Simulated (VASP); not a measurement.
A run of VASP 6.6.1:

Contents of INCAR:

```
ALGO     = Normal         # electronic algorithm
EDIFF    = 1E-6           # SCF threshold, eV
EDIFFG   = -0.01          # ionic threshold
ENCUT    = 600            # plane-wave cutoff, eV
GGA      = RP             # functional
IBRION   = 2              # ionic algorithm
ISIF     = 3              # what is computed and relaxed
ISMEAR   = 0              # smearing method
LASPH    = T              # aspherical terms in the spheres
LCHARG   = F              # write CHGCAR
LREAL    = F              # projectors in reciprocal space
LWAVE    = F              # write WAVECAR
NELM     = 60             # most SCF steps
NSW      = 80             # ionic steps
PREC     = Accurate       # precision mode
SIGMA    = 0.01           # smearing width, eV
```

The input KPOINTS:

```
k-points
0
Gamma
  12 12 4
```

POSCAR

```
GaN
1.0
    3.1800000000      0.0000000000      0.0000000000
   -1.5900000000      2.7539607800      0.0000000000
    0.0000000000      0.0000000000      5.1660000000
Ga N
2 2
Direct
    0.3333333300      0.6666666700      0.0000000000
    0.6666666700      0.3333333300      0.5000000000
    0.3333333300      0.6666666700      0.3750000000
    0.6666666700      0.3333333300      0.8750000000
```

Potentials or basis: VASP PAW PBE potentials, release 64 (Ga_d, N).

Command:

```sh
$ cat potpaw_PBE.64/Ga_d/POTCAR potpaw_PBE.64/N/POTCAR > POTCAR
$ mpirun -np 1 vasp_std > vasp.out
```

Hardware: 1 thread of AMD EPYC 7R43 64-Core Processor (Zen 3), on a shared host.

How long does it take, and how much memory?

Wall time 7.8 min on 1 thread of AMD EPYC 7R43 64-Core Processor (Zen 3) (shared host), peak memory 0.19 GiB. Counts: scf iterations 57, k points 57, ion steps 7.
